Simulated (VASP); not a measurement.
# Si (I4/mmm) in VASP: further runs

Runs on Si. Level: PBE-based screened hybrid with 25 % exact exchange. Tasks: single point.

All numbers are computed with VASP 6.6.1; they aren't measurements. Logs are shortened: lines on timing, memory, paths and dates and some standing lists are left out, and cuts for length are marked.

### Step 1. The cell of the first run

The structure is tetragonal, space group I4/mmm (No. 139). Conventional cell: a = 3.254 Å, b = 3.254 Å, c = 2.641 Å, α = 90.00°, β = 90.00°, γ = 90.00°. Si (site symmetry 4/mmm) has 14 Si at 2.64 to 3.25 Å within 3.5 Å.

### Step 2. Single point, PBE-based screened hybrid with 25 % exact exchange

The input, POSCAR:

```
Si
1.0
   -1.6269149300      1.6269149300      1.3203298500
    1.6269149300     -1.6269149300      1.3203298500
    1.6269149300      1.6269149300     -1.3203298500
Si
1
Direct
    0.0000000000      0.0000000000      0.0000000000
```

The input, INCAR.step1:

```
SYSTEM = Si
ALGO = Normal ; EDIFF = 1E-5
ENCUT = 520 ; GGA = PE
ISIF = 2 ; ISMEAR = -1
LASPH = .True. ; LREAL = .False.
LWAVE = .True. ; NBANDS = 8
NELM = 60 ; PREC = Accurate
SIGMA = 0.05
```

The input, INCAR.step2:

```
SYSTEM = Si
AEXX = 0.25 ; ALGO = Normal
EDIFF = 1E-6 ; ENCUT = 520
GGA = PE ; HFSCREEN = 0.15
ISIF = 2 ; ISMEAR = -1
ISTART = 1 ; LASPH = .True.
LCHARG = .True. ; LELF = .True.
LHFCALC = .True. ; LREAL = .False.
LVHAR = .True. ; LWAVE = .False.
NBANDS = 8 ; NELM = 60
PREC = Accurate ; PRECFOCK = Normal
SIGMA = 0.05
```

The input, KPOINTS:

```
k-points
0
Gamma
  7 7 7
  0 0 0
```

Potentials or basis: VASP PAW PBE potentials, release 64 (Si).

The run is started by

```sh
cat potpaw_PBE.64/Si/POTCAR > POTCAR
cp INCAR.step1 INCAR
mpirun -np 1 vasp_std > vasp.out
cp INCAR.step2 INCAR
mpirun -np 1 vasp_std > vasp.out
```

OUTCAR:

```text
SYSTEM = Si
   AEXX = 0.25
   EDIFF = 1E-6
   ENCUT = 520
   GGA = PE
   HFSCREEN = 0.15
   ISIF = 2
   ISMEAR = -1
   ISTART = 1
   LASPH = .True.
   LHFCALC = .True.
   LREAL = .False.
   NELM = 60
   PREC = Accurate
   PRECFOCK = Normal

 ion  position               nearest neighbor table
   1  0.000  0.000  0.000-

  LATTYP: Found a body centered tetragonal cell.
 ALAT       =     3.2538298600
 C/A-ratio  =     0.8115543263

  Lattice vectors:

 A1 = (  -1.6269149300,   1.6269149300,   1.3203298500)
 A2 = (   1.6269149300,  -1.6269149300,   1.3203298500)
 A3 = (   1.6269149300,   1.6269149300,  -1.3203298500)

Analysis of symmetry for initial positions (statically):
=====================================================================
 Subroutine PRICEL returns:
 Original cell was already a primitive cell.

 Routine SETGRP: Setting up the symmetry group for a
 body centered tetragonal supercell.

 Subroutine GETGRP returns: Found 16 space group operations
 (whereof 16 operations were pure point group operations)
 out of a pool of 16 trial point group operations.

The static configuration has the point symmetry D_4h.

Analysis of symmetry for dynamics (positions and initial velocities):
=====================================================================
 Subroutine PRICEL returns:
 Original cell was already a primitive cell.

 Routine SETGRP: Setting up the symmetry group for a
 body centered tetragonal supercell.

 Subroutine GETGRP returns: Found 16 space group operations
 (whereof 16 operations were pure point group operations)
 out of a pool of 16 trial point group operations.

The dynamic configuration has the point symmetry D_4h.

 Subroutine INISYM returns: Found 16 space group operations
 (whereof 16 operations are pure point group operations),
 and found     1 'primitive' translations

----------------------------------------------------------------------------------------

                                     Primitive cell

  volume of cell :      13.9789

  direct lattice vectors                    reciprocal lattice vectors
    -1.626914930  1.626914930  1.320329850     0.000000000  0.307330144  0.378693249
     1.626914930 -1.626914930  1.320329850     0.307330144  0.000000000  0.378693249
     1.626914930  1.626914930 -1.320329850     0.307330144  0.307330144  0.000000000

  length of vectors
     2.652729781  2.652729781  2.652729781     0.487709334  0.487709334  0.434630458

  position of ions in fractional coordinates (direct lattice)
     0.000000000  0.000000000  0.000000000

  ion indices of the primitive-cell ions
   primitive index   ion index
                 1           1

----------------------------------------------------------------------------------------

 KPOINTS: k-points

Automatic generation of k-mesh.
 Grid dimensions read from file:
 generate k-points for:    7    7    7

 Generating k-lattice:

  Cartesian coordinates                     Fractional coordinates (reciprocal lattice)
     0.000000000  0.043904306  0.054099036     0.142857143 -0.000000000  0.000000000
     0.043904306  0.000000000  0.054099036    -0.000000000  0.142857143  0.000000000
     0.043904306  0.043904306  0.000000000     0.000000000  0.000000000  0.142857143

  Length of vectors
     0.069672762  0.069672762  0.062090065

  Shift w.r.t. Gamma in fractional coordinates (k-lattice)
     0.000000000  0.000000000  0.000000000

 Subroutine IBZKPT returns following result:
 ===========================================

 Found     40 irreducible k-points:

 Following reciprocal coordinates:
            Coordinates               Weight
  0.000000  0.000000  0.000000      1.000000
  0.142857  0.000000 -0.000000      8.000000
  0.285714  0.000000 -0.000000      8.000000
  0.428571 -0.000000  0.000000      8.000000
  0.142857  0.142857 -0.000000      8.000000
  0.285714  0.142857  0.000000     16.000000
[... 16 lines left out ...]
 -0.142857  0.285714  0.142857      8.000000
 -0.428571  0.428571  0.142857      8.000000
 [... further k-points ...]
   k-points           NKPTS =     40   k-points in BZ     NKDIM =    343   number of bands    NBANDS=      8
   number of dos      NEDOS =    301   number of ions     NIONS =      1
   total plane-waves  NPLWV =   8000
   dimension x,y,z NGX =    20 NGY =   20 NGZ =   20
   dimension x,y,z NGXF=    40 NGYF=   40 NGZF=   40
   ions per type =               1
   NGX,Y,Z   is equivalent  to a cutoff of  12.53, 12.53, 12.53 a.u.
   NGXF,Y,Z  is equivalent  to a cutoff of  25.07, 25.07, 25.07 a.u.
 SYSTEM =  Si
   PREC   = accura    normal or accurate (medium, high low for compatibility)
   ISTART =      1    job   : 0-new  1-cont  2-samecut
   ICHARG =      0    charge: 1-file 2-atom 10-const
   ISPIN  =      1    spin polarized calculation?
   LNONCOLLINEAR =      F non collinear calculations
   LSORBIT =      F    spin-orbit coupling
   LASPH  =      T    aspherical Exc in radial PAW
   ENCUT  =  520.0 eV  38.22 Ry    6.18 a.u.   4.93  4.93  4.93*2*pi/ulx,y,z
   NELM   =     60;   NELMIN=  2; NELMDL=  0     # of ELM steps
   EDIFF  = 0.1E-05   stopping-criterion for ELM
   LREAL  =      F    real-space projection
   EDIFFG = 0.1E-04   stopping-criterion for IOM
   NSW    =      0    number of steps for IOM
   IBRION =     -1    ionic relax: 0-MD 1-quasi-New 2-CG
   NFREE  =      0    steps in history (QN), initial steepest desc. (CG)
   ISIF   =      2    stress and relaxation
   ISYM   =      3    0-nonsym 1-usesym 2-fastsym
   POTIM  = 0.5000    time-step for ionic-motion
   TEBEG  =    0.0;   TEEND  =   0.0 temperature during run
   PSTRESS=    0.0 pullay stress
   NELECT =       4.0000    total number of electrons
   NUPDOWN=      -1.0000    fix difference up-down
   EMIN   =  10.00;   EMAX   =-10.00  energy-range for DOS
   EFERMI =   0.00;   METHOD = LEGACY
   ISMEAR =    -1;   SIGMA  =   0.05  broadening in eV -4-tet -1-fermi 0-gaus
   EFERMI_NEDOS =   21; number of points for ismear=-14 and -15
   IALGO  =     38    algorithm
   IMIX   =      1    mixing-type and parameters
     AMIX     =   0.40;   BMIX     =  1.00
     AMIX_MAG =   1.60;   BMIX_MAG =  1.00
  volume/ion in A,a.u.               =      13.98        94.33
  Fermi-wavevector in a.u.,A,eV,Ry     =   1.078791  2.038620 15.834335  1.163791
  Thomas-Fermi vector in A             =   2.214739
   LORBIT       =      0    0 simple, 1 ext, 2 COOP (PROOUT), +10 PAW based schemes
   GGA     = PE    functional components
   LHFCALC =     T    Hartree Fock is set to
   PRECFOCK=normal    Normal, Fast or Accurate (Low or Medium for compatibility)
   ENCUT4O =  -1.0   cutoff for four orbital integrals eV
   NKREDX  =     1    reduce k-point grid by
   NKREDY  =     1    reduce k-point grid by
   NKREDZ  =     1    reduce k-point grid by
   AEXX    =    0.2500 exact exchange contribution
   HFSCREEN=    0.1500 screening length (either q_TF or 0.3 A-1)
   HFSCREENC=   0.1500 screening length for correlation (either q_TF or 0.3 A-1)
   ENCUTFOCK=  -1.0 apply spherical cutoff to Coloumb kernel
   IVDW    =     0    specifies the selected vdW correction
   LEPSILON=     F    determine dielectric tensor
   LRPA    =     F    only Hartree local field effects (RPA)
 non-spin polarized calculation
  energy-cutoff  :      520.00
  volume of cell :       13.98
 maximum number of plane-waves:       386
  NGX = 16; NGY = 16; NGZ = 16

 number of electron       3.9999999 magnetization

 Free energy of the ion-electron system (eV)
  ---------------------------------------------------
  ext. energy  EPLUGINS =         0.00000000
  ---------------------------------------------------
  free energy    TOTEN  =        -5.76501050 eV

  energy without entropy =       -5.76035135  energy(sigma->0) =       -5.76268092

 E-fermi :  10.7461     XC(G=0):  -9.1986

 val. band max:       10.7411673156   @ k =   0.2857   0.1429   0.1429
 cond. band min:      11.0371788626   @ k =  -0.4286  -0.4286   0.4286
 fundamental gap:      0.2960115470
 Fermi energy:        10.7460809093

 k-point     1 :       0.0000    0.0000    0.0000
  band No.  band energies     occupation
      1      -6.1950      2.00000
      2      21.1859      0.00000
      3      21.9056      0.00000
      4      21.9056      0.00000
      5      24.7774      0.00000
      6      25.9478      0.00000
      7      27.1865      0.00000
      8      27.1865      0.00000

 k-point     2 :       0.1429    0.0000   -0.0000
  band No.  band energies     occupation
      1      -5.4162      2.00000
      2      18.5070      0.00000
      3      20.2652      0.00000
      4      20.4508      0.00000
      5      23.2999      0.00000
      6      25.6200      0.00000
      7      26.6541      0.00000
      8      28.2514      0.00000

 k-point     3 :       0.2857    0.0000   -0.0000
  band No.  band energies     occupation
      1      -3.0863      2.00000
      2      13.0184      0.00000
      3      16.7259      0.00000
      4      18.8043      0.00000
      5      20.1072      0.00000
      6      22.9299      0.00000
      7      29.4161      0.00000
      8      31.7923      0.00000

 k-point     4 :       0.4286   -0.0000    0.0000
  band No.  band energies     occupation
      1       0.7768      2.00000
      2       6.2027      2.00000
      3      16.1499      0.00000
      4      17.9680      0.00000
      5      18.1231      0.00000
      6      21.1396      0.00000
      7      30.4389      0.00000
      8      34.0837      0.00000

 k-point     5 :       0.1429    0.1429   -0.0000
  band No.  band energies     occupation
      1      -3.6990      2.00000
      2      15.8303      0.00000
      3      16.9080      0.00000
      4      17.1561      0.00000
      5      23.0335      0.00000
      6      24.3037      0.00000
      7      26.5961      0.00000
      8      27.1245      0.00000

 k-point     6 :       0.2857    0.1429    0.0000
  band No.  band energies     occupation
      1      -0.4392      2.00000
      2       9.2111      2.00000
      3      13.4824      0.00000
      4      16.2776      0.00000
      5      21.6454      0.00000
      6      24.0115      0.00000
      7      26.8809      0.00000
      8      31.9296      0.00000

 k-point     7 :       0.4286    0.1429   -0.0000
  band No.  band energies     occupation
      1       3.1776      2.00000
      2       4.4131      2.00000
      3      11.8352      0.00000
      4      16.6730      0.00000
      5      20.4760      0.00000
      6      24.5990      0.00000
      7      28.6537      0.00000
      8      36.5726      0.00000
[... 133 lines left out ...]
 k-point    20 :       0.2857    0.2857    0.1429
  band No.  band energies     occupation
      1       5.0903      2.00000
      2       6.4110      2.00000
      3       6.9111      2.00000
      4      11.3351      0.00002
      5      28.1484      0.00000
      6      29.9666      0.00000
      7      32.5704      0.00000
      8      33.3789      0.00000

 k-point    21 :       0.4286    0.2857    0.1429
  band No.  band energies     occupation
      1       1.1635      2.00000
      2       5.6787      2.00000
      3      12.5425      0.00000
      4      13.8219      0.00000
      5      27.9103      0.00000
      6      29.6608      0.00000
      7      31.2138      0.00000
      8      32.9747      0.00000

 k-point    22 :      -0.2857    0.2857    0.1429
  band No.  band energies     occupation
      1      -3.1275      2.00000
      2       9.7105      2.00000
      3      18.1607      0.00000
      4      19.7567      0.00000
      5      22.3979      0.00000
      6      27.3028      0.00000
      7      28.2441      0.00000
      8      30.7360      0.00000

 k-point    23 :      -0.1429    0.2857    0.1429
  band No.  band energies     occupation
      1      -2.9628      2.00000
      2      12.9303      0.00000
      3      15.1005      0.00000
      4      15.7546      0.00000
      5      25.6845      0.00000
      6      26.1926      0.00000
      7      27.7370      0.00000
      8      30.6001      0.00000

 k-point    24 :      -0.4286    0.4286    0.1429
  band No.  band energies     occupation
      1      -0.1155      2.00000
      2       4.3391      2.00000
      3      18.7651      0.00000
      4      20.4202      0.00000
      5      21.4266      0.00000
      6      24.7962      0.00000
      7      26.4023      0.00000
      8      30.5533      0.00000

 [... further k-points ...]

------------------------ aborting loop because EDIFF is reached ----------------------------------------

  FORCE on cell =-STRESS in cart. coord.  units (eV):
  Direction    XX          YY          ZZ          XY          YZ          ZX
  --------------------------------------------------------------------------------------
  -------------------------------------------------------------------------------------
  Total        0.2058258      0.2058258     -0.1194999      0.0000000      0.0000000      0.0000000
  in kB       23.5905589     23.5905589    -13.6963837      0.0000000      0.0000000      0.0000000
  external PRESSURE =      11.1615780 kB  Pullay stress =       0.0000000 kB

 VOLUME and BASIS-vectors are now :
 -----------------------------------------------------------------------------
  energy-cutoff  :      520.00
  volume of cell :       13.98
      direct lattice vectors                 reciprocal lattice vectors
    -1.626914930  1.626914930  1.320329850     0.000000000  0.307330144  0.378693249
     1.626914930 -1.626914930  1.320329850     0.307330144  0.000000000  0.378693249
     1.626914930  1.626914930 -1.320329850     0.307330144  0.307330144  0.000000000

 POSITION                                       TOTAL-FORCE (eV/Angst)
 -----------------------------------------------------------------------------------
      0.00000      0.00000      0.00000         0.000000     -0.000000      0.000000
 -----------------------------------------------------------------------------------
    total drift:                                0.000000     -0.000000     -0.000000

  FREE ENERGIE OF THE ION-ELECTRON SYSTEM (eV)
  ---------------------------------------------------
  free  energy   TOTEN  =        -5.7650104963 eV

  energy  without entropy=       -5.7603513495  energy(sigma->0) =       -5.76268092
```

Wall time 5.9 min (1 thread of Intel Xeon 8259CL, shared host); peak memory 0.22 GiB.

Results:

```yaml
Free_energy: -5.7650 eV
Pressure: 1.1 GPa
Band_gap_on_the_k_mesh: zero (bands 2 and 3 overlap by 14.27 eV)
```

Levels at points of the mesh, in eV from the Fermi level:
| k point | band 1 | band 2 | band 3 | band 4 | band 5 |
| --- | --- | --- | --- | --- | --- |
| (0.00, 0.00, 0.00) | -16.94 | 10.44 | 11.16 | 11.16 | 14.03 |

Caveat: the k points lie up to 0.44 Å⁻¹ apart, too coarse for converged energies and pressures of a metal; the PAW data sets were made with another functional, which shifts forces and pressure a little.

### Step 3. Single point, PBE-based screened hybrid with 25 % exact exchange

POSCAR is that of step 2.

The input, INCAR.step1:

```
PREC = Accurate
ENCUT = 520
EDIFF = 1E-5
ISMEAR = -1
SIGMA = 0.05
LREAL = F
LASPH = T
NELM = 60
ALGO = Normal
ISIF = 2
LWAVE = T
LCHARG = F
NBANDS = 8
GGA = PE
```

The input, INCAR.step2:

```
PREC = Accurate
ENCUT = 520
EDIFF = 1E-6
ISMEAR = -1
SIGMA = 0.05
LREAL = F
LASPH = T
NELM = 60
ALGO = Normal
ISIF = 2
LWAVE = F
LCHARG = F
GGA = PE
LHFCALC = T
AEXX = 0.25
HFSCREEN = 0.2
PRECFOCK = Normal
NBANDS = 8
ISTART = 1
```

The input, KPOINTS:

```
regular mesh
0
Gamma
  7 7 7
```

Potentials or basis: VASP PAW PBE potentials, release 64 (Si).

The run is started by

```sh
cat potpaw_PBE.64/Si/POTCAR > POTCAR
cp INCAR.step1 INCAR
mpirun -np 1 vasp_std > vasp.out
cp INCAR.step2 INCAR
mpirun -np 1 vasp_std > vasp.out
```

It took 7.6 min on 1 thread of Intel Xeon 8259CL, shared host; peak memory 0.22 GiB.

It converged, with:

```yaml
Free_energy: -5.6585 eV
Pressure: 1.3 GPa
Band_gap_on_the_k_mesh: zero (bands 2 and 3 overlap by 14.12 eV)
```

Stress tensor (GPa, compression positive):
```
 3.00  0.00  0.00
 0.00  3.00  0.00
 0.00  0.00 -2.09
```

Levels at points of the mesh, in eV from the Fermi level:
| k point | band 1 | band 2 | band 3 | band 4 | band 5 | band 6 | band 7 |
| --- | --- | --- | --- | --- | --- | --- | --- |
| (0.00, 0.00, 0.00) | -16.82 | 10.35 | 11.07 | 11.07 | 13.95 | 15.11 | 16.35 |

Caveat: the k points lie up to 0.44 Å⁻¹ apart, too coarse for converged energies and pressures of a metal; the PAW data sets were made with another functional, which shifts forces and pressure a little.

### Step 4. Single point, PBE-based screened hybrid with 25 % exact exchange

POSCAR is that of step 3.

The input, INCAR.step1:

```
PREC = Accurate
ENCUT = 520
EDIFF = 1E-5
ISMEAR = -1
SIGMA = 0.05
LREAL = False
LASPH = True
NELM = 80
ALGO = Normal
ISIF = 2
LWAVE = True
LCHARG = False
NBANDS = 8
GGA = PE
```

The input, INCAR.step2:

```
PREC = Accurate
ENCUT = 520
EDIFF = 1E-7
ISMEAR = -1
SIGMA = 0.05
LREAL = False
LASPH = True
NELM = 80
ALGO = Normal
ISIF = 2
LWAVE = False
LCHARG = False
GGA = PE
LHFCALC = True
AEXX = 0.25
HFSCREEN = 0.3
PRECFOCK = Normal
NBANDS = 8
ISTART = 1
```

KPOINTS is that of step 3.

The run is started by

```sh
cat potpaw_PBE.64/Si/POTCAR > POTCAR
cp INCAR.step1 INCAR
mpirun -np 1 vasp_std > vasp.out
cp INCAR.step2 INCAR
mpirun -np 1 vasp_std > vasp.out
```

It took 8.5 min on 1 thread of Intel Xeon 8259CL, shared host; peak memory 0.22 GiB.

Results (log left out):

- Free energy: -5.4831 eV
- Pressure: 1.7 GPa
- Band gap on the k mesh: zero (bands 2 and 3 overlap by 13.85 eV)

Stress tensor (GPa, compression positive):
```
 3.83  0.00  0.00
 0.00  3.83  0.00
 0.00  0.00 -2.69
```

Levels at points of the mesh, in eV from the Fermi level:
```tsv
k point	band 1	band 2	band 3	band 4	band 5	band 6	band 7
(0.00, 0.00, 0.00)	-16.59	10.19	10.90	10.90	13.79	14.93	16.19
```

Caveat: the k points lie up to 0.44 Å⁻¹ apart, too coarse for converged energies and pressures of a metal; the PAW data sets were made with another functional, which shifts forces and pressure a little.

### Step 5. Summary

| screening parameter | gap on the mesh (eV) | pressure (GPa) |
| --- | --- | --- |
| 0.15 1/Å | none | 1.1 |
| 0.2 1/Å | none | 1.3 |
| 0.3 1/Å | none | 1.7 |

Alike in all rows: task single point; level PBE-based screened hybrid with 25 % exact exchange; potentials or basis VASP PAW PBE potentials, release 64 (Si); no spin polarisation; cell as given; k mesh 7 × 7 × 7; cutoff (eV) 520; smearing fermi-dirac 0.05 eV.

Caveats: all runs use coarse meshes; the PAW data sets were made with another functional, which shifts forces and pressure a little.

Absolute energies hang on the potentials; compare differences alone.
